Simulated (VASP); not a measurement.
Set up this calculation in VASP 6.6.1, as the native input.

```yaml
Task: single point
Functional: PBEsol
Potentials_or_basis: VASP PAW PBE potentials, release 64 (Cr_pv)
Cutoff: 520 eV
k_mesh: 18 × 18 × 18
Occupations: fermi-dirac, width 0.05 eV
Spin: collinear spin, antiferromagnetic start
Starting_moments: "[0.367, -0.367] μB"
Dipole_correction: no
Further_INCAR_settings: ALGO = Normal; EDIFF = 1e-06; NBANDS = 23
```

The structure of Cr lies in POSCAR:

```
Cr
1.0
    2.8165118265      0.0000000000      0.0000000000
    0.0000000000      2.8165118265      0.0000000000
    0.0000000000      0.0000000000      2.8165118265
Cr
2
Direct
    0.0000000000      0.0000000000      0.0000000000
    0.5000000000      0.5000000000      0.5000000000
```

One way to write it, as run:

INCAR

```
PREC = Accurate
ENCUT = 520
EDIFF = 1E-6
ISMEAR = -1
SIGMA = 0.05
LREAL = False
LASPH = True
NELM = 150
ALGO = Normal
ISIF = 2
LWAVE = False
LCHARG = False
ISPIN = 2
MAGMOM = 0.367 -0.367
LORBIT = 11
LMAXMIX = 4
GGA = PS
NBANDS = 23
```

KPOINTS

```
regular mesh
0
Gamma
  18 18 18
```

Potentials or basis: VASP PAW PBE potentials, release 64 (Cr_pv).

Run with:

```sh
$ cat potpaw_PBE.64/Cr_pv/POTCAR > POTCAR
$ mpirun -np 1 vasp_std > vasp.out
```

Results of the run:

| Quantity | Value |
| --- | --- |
| Pressure | -1.0 GPa |
| Band gap on the k mesh | zero (filled and empty bands overlap) |
| Net moment | 0.00 μB per cell |
| Site moments | Cr +0.18, -0.18 μB |
| Valence electrons inside the program's atomic spheres | Cr 11.13 |

Caveat: the PAW data sets were made with another functional, which shifts forces and pressure a little.

Wall time 69 s on 1 thread of Intel(R) Xeon(R) 6975P-C (Granite Rapids) (shared host), peak memory 0.26 GiB.
